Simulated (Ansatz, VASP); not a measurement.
# Two plane-wave programs on ZrSi3O8

INCAR

```
PREC = Accurate
ENCUT = 520
EDIFF = 1E-6
ISMEAR = -1
SIGMA = 0.02
LREAL = F
LASPH = T
NELM = 80
ALGO = Normal
ISIF = 2
LWAVE = F
LCHARG = T
GGA = PE
LELF = T
LVHAR = T
NBANDS = 48
```

File KPOINTS:

```
regular mesh
0
Gamma
  8 4 4
```

File POSCAR:

```
ZrSi3O8
1.0
    3.4697024656      0.0000000000      0.0000000000
    0.0000000000      5.8136427820      0.0000000000
    0.0000000000      0.0000000000      5.7462848018
Si O Zr
3 8 1
Direct
    0.0000000000      0.0000000000      0.0788971749
    0.5000000000      0.2474282254      0.4418811448
    0.5000000000      0.7525717746      0.4418811448
    0.5000000000      0.0000000000      0.5856404572
    0.5000000000      0.0000000000      0.1629772796
    0.0000000000      0.2343396780      0.3430558725
    0.0000000000      0.2054119249      0.8838223534
    0.5000000000      0.5000000000      0.6093523415
    0.5000000000      0.5000000000      0.2036128958
    0.0000000000      0.7656603220      0.3430558725
    0.0000000000      0.7945880751      0.8838223534
    0.0000000000      0.5000000000      0.0220011094
```

Input for Ansatz:

```yaml
crystal:
  lattice:
    - [3.4697024656, 0.0, 0.0]
    - [0.0, 5.813642782, 0.0]
    - [0.0, 0.0, 5.7462848018]
  atoms:
    - { symbol: Si, position: [0.0, 0.0, 0.0788971749] }
    - { symbol: Si, position: [0.5, 0.2474282254, 0.4418811448] }
    - { symbol: O, position: [0.5, 0.0, 0.5856404572] }
    - { symbol: O, position: [0.5, 0.0, 0.1629772796] }
    - { symbol: O, position: [0.0, 0.234339678, 0.3430558725] }
    - { symbol: O, position: [0.0, 0.2054119249, 0.8838223534] }
    - { symbol: Zr, position: [0.0, 0.5, 0.0220011094] }
    - { symbol: Si, position: [0.5, 0.7525717746, 0.4418811448] }
    - { symbol: O, position: [0.5, 0.5, 0.6093523415] }
    - { symbol: O, position: [0.5, 0.5, 0.2036128958] }
    - { symbol: O, position: [0.0, 0.765660322, 0.3430558725] }
    - { symbol: O, position: [0.0, 0.7945880751, 0.8838223534] }
kpoints:
  mp_grid: { grid: [8, 4, 4] }
  band_path:
    path:
      - [[0.0, 0.0, 0.0], [0.5, 3.810026123551e-34, 1.685196926447e-34], [0.5, 0.5, -5.083168475074e-18], [1.184658564142e-50, 0.5, -5.083168475074e-18], [0.0, 0.0, 0.0], [6.304396482378e-53, 6.53360546922e-34, 0.5], [0.5, 1.143794580039e-33, 0.5], [0.5, 0.5, 0.5], [1.027225313281e-50, 0.5, 0.5], [6.304396482378e-53, 6.53360546922e-34, 0.5]]
      - [[0.5, 3.810026123551e-34, 1.685196926447e-34], [0.5, 1.143794580039e-33, 0.5]]
      - [[1.184658564142e-50, 0.5, -5.083168475074e-18], [1.027225313281e-50, 0.5, 0.5]]
      - [[0.5, 0.5, -5.083168475074e-18], [0.5, 0.5, 0.5]]
    npoints: 10
hamiltonian:
  xc: pbe
scf:
  occupations: { method: fermi_dirac, width: 0.02 }
  n_extra_bands: 7
output:
  forces: true
  stress: true
  eigenvalues: true
  write_density: true
  write_potential: true
  elf: true
  volumetric_format: npy
```

Alike in both runs: task single point; functional PBE; k mesh 8 × 4 × 4; occupations fermi-dirac, width 0.02 eV; no spin polarisation.

```csv
,VASP,Ansatz
version,VASP 6.6.1,Ansatz 0.2.0
potentials or method,"VASP PAW PBE potentials, release 64 (Si, O, Zr_sv)","plane waves, PAW"
plane-wave cutoff (eV),520,420
valence electrons in the cell,72,72
```

Ansatz gave:

| Property | Result |
| --- | --- |
| gap on the k mesh at the Fermi level (eV) | 3.73 |
| pressure (GPa) | 6.9 |
| rms of the force components (eV/Å) | 0.147 |

Problem. What did VASP give for the same quantities?

Solution. gap on the k mesh at the Fermi level (eV): 3.70; pressure (GPa): 7.3; rms of the force components (eV/Å): 0.163.
